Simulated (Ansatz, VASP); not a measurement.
One calculation of AlN, two programs

Contents of INCAR:

```
SYSTEM = AlN
  ALGO = Normal
  EDIFF = 1E-7
  ENCUT = 520
  GGA = PS
  ISIF = 2
  ISMEAR = 0
  LASPH = .True.
  LCHARG = .False.
  LREAL = .False.
  LWAVE = .False.
  NBANDS = 16
  NELM = 100
  PREC = Accurate
  SIGMA = 0.05
```

Contents of KPOINTS:

```
k-points
0
Gamma
  9 9 6
  0 0 0
```

File POSCAR:

```
AlN
1.0
    3.4006000000      0.0000000000      0.0000000000
   -1.7003000000      2.9450059881      0.0000000000
    0.0000000000      0.0000000000      4.2240000000
Al N
2 2
Direct
    0.3333333333      0.6666666667      0.7500000000
    0.6666666667      0.3333333333      0.2500000000
    0.3333333333      0.6666666667      0.2500000000
    0.6666666667      0.3333333333      0.7500000000
```

Input for Ansatz:

```yaml
crystal:
  lattice:
    - [3.4006, 0.0, 0.0]
    - [-1.7003, 2.9450059881, 0.0]
    - [0.0, 0.0, 4.224]
  atoms:
    - { symbol: Al, position: [0.3333333333, 0.6666666667, 0.75] }
    - { symbol: Al, position: [0.6666666667, 0.3333333333, 0.25] }
    - { symbol: "N", position: [0.3333333333, 0.6666666667, 0.25] }
    - { symbol: "N", position: [0.6666666667, 0.3333333333, 0.75] }
basis:
  ecutwfc: 520.0
kpoints:
  mp_grid: { grid: [9, 9, 6] }
hamiltonian:
  xc: pbesol
scf:
  occupations: { method: gaussian, width: 0.05 }
output:
  forces: true
  stress: true
  eigenvalues: true
```

Alike in both runs: task single point; functional PBEsol; k mesh 9 × 9 × 6; occupations gaussian, width 0.05 eV; no spin polarisation.

```csv
,VASP,Ansatz
version,VASP 6.6.1,Ansatz 0.2.0
potentials or method,"VASP PAW PBE potentials, release 64 (Al, N), cutoff 520 eV","scalar-relativistic, plane waves, PAW"
valence electrons in the cell,16,16
```

```csv
,VASP,Ansatz,Ansatz less VASP
gap on the k mesh at the Fermi level (eV),2.79,2.78,-0.010
least direct gap on the mesh (eV),2.79,2.78,-0.010
pressure (GPa),-14.8,-14.7,+0.11
"traceless stress, the component that is largest in VASP (GPa)",2.35,2.35,-0.003
```

VASP's potentials were made for PBE, not for PBEsol. With one functional, cell and mesh, what is left measures potentials, basis and numerics.
